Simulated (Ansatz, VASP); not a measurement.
TaN: VASP beside Ansatz

```
Ta N
1.0
     0.00000    0.00000    2.87073
     2.92399    0.00000    0.00000
     0.00000    5.06450    0.00000
Ta N
2 2
Direct
  0.50000 0.94870 0.33333
  0.50000 0.55130 0.83333
  0.00000 0.47790 0.50000
  0.00000 0.02210 0.00000
```

Change from the starting cell: mode 4 (178.8 1/cm) frozen in, largest displacement -0.150 Å.

Alike in both runs: task single point; functional PBEsol; k mesh 20 × 20 × 12; occupations gaussian, width 0.15 eV; no spin polarisation.

|  | VASP | Ansatz |
| --- | --- | --- |
| version | VASP 6.6.1 | Ansatz 0.2.0 |
| potentials or method | VASP PAW PBE potentials, release 64 (Ta_pv, N), cutoff 520 eV | scalar-relativistic, plane waves, PAW |
| valence electrons in the cell | 32 | 36 |

VASP gave:

* gap on the k mesh at the Fermi level (eV): none
* pressure (GPa): 3.9
* traceless stress, the component that is largest in VASP (GPa): 5.04
* rms of the force components (eV/Å): 1.258

Task: Which values does Ansatz return?

Result: gap on the k mesh at the Fermi level (eV): none; pressure (GPa): 3.0; traceless stress, the component that is largest in VASP (GPa): 5.11; rms of the force components (eV/Å): 1.256.

VASP's potentials were made for PBE, not for PBEsol. Atom by atom the forces differ by 0.006 eV/Å (rms over components). A gap of «none» marks a metal or a gap that the smearing closes. VASP's potentials hold 32 valence electrons a cell and Ansatz's 36, so a difference there can come from the potentials and not from the codes.

Neither program's run includes spin-orbit coupling.
